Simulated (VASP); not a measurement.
Set up this calculation in VASP 6.6.1, as the native input.

| Item | Value |
| --- | --- |
| Task | electric field gradients |
| Functional | LDA |
| Potentials or basis | VASP PAW LDA potentials, release 64 (Sn_d, O) |
| Cutoff | 520 eV |
| k mesh | 6 × 6 × 5 |
| Occupations | fermi-dirac, width 0.02 eV |
| Spin | no spin polarisation |
| Dipole correction | no |
| Further INCAR settings | ALGO = Normal; EDIFF = 1e-08; NBANDS = 28 |

The structure of SnO lies in POSCAR:

```
SnO
1.0
    3.8765679508      0.0000000000      0.0000000000
    0.0000000000      3.8765679508      0.0000000000
    0.0000000000      0.0000000000      4.9308476092
Sn O
2 2
Direct
    0.0000000000      0.5000000000      0.2385000000
    0.5000000000      0.0000000000      0.7615000000
    0.0000000000      0.0000000000      0.0000000000
    0.5000000000      0.5000000000      0.0000000000
```

This cell differs from its parent crystal: volume scaled by 1.06.

The input as run:

INCAR

```
PREC = Accurate
ENCUT = 520
EDIFF = 1E-8
ISMEAR = -1
SIGMA = 0.02
LREAL = F
LASPH = T
NELM = 100
ALGO = Normal
ISIF = 2
LWAVE = F
LCHARG = F
GGA = CA
LEFG = T
NBANDS = 28
```

KPOINTS

```
Automatic mesh
0
Gamma
  6 6 5
```

Potentials or basis: VASP PAW LDA potentials, release 64 (Sn_d, O).

Launch:

```sh
$ cat potpaw_LDA.64/Sn_d/POTCAR potpaw_LDA.64/O/POTCAR > POTCAR
$ mpirun -np 1 vasp_std > vasp.out
```

It gave:

* Pressure: -7.3 GPa
* Largest force: 0.887 eV/Å
* Band gap on the k mesh: 0.28 eV, indirect (least direct gap 2.00 eV)

Caveat: without QUAD_EFG the Cq values of the log hold for a quadrupole moment of 1 mb, not for the nuclei; spin-orbit coupling is left out, which moves the levels of the heavy elements.

It took 37 s on 1 thread of AMD EPYC 9R45 96-Core Processor (Zen 5), on a shared host, peak memory 0.15 GiB.
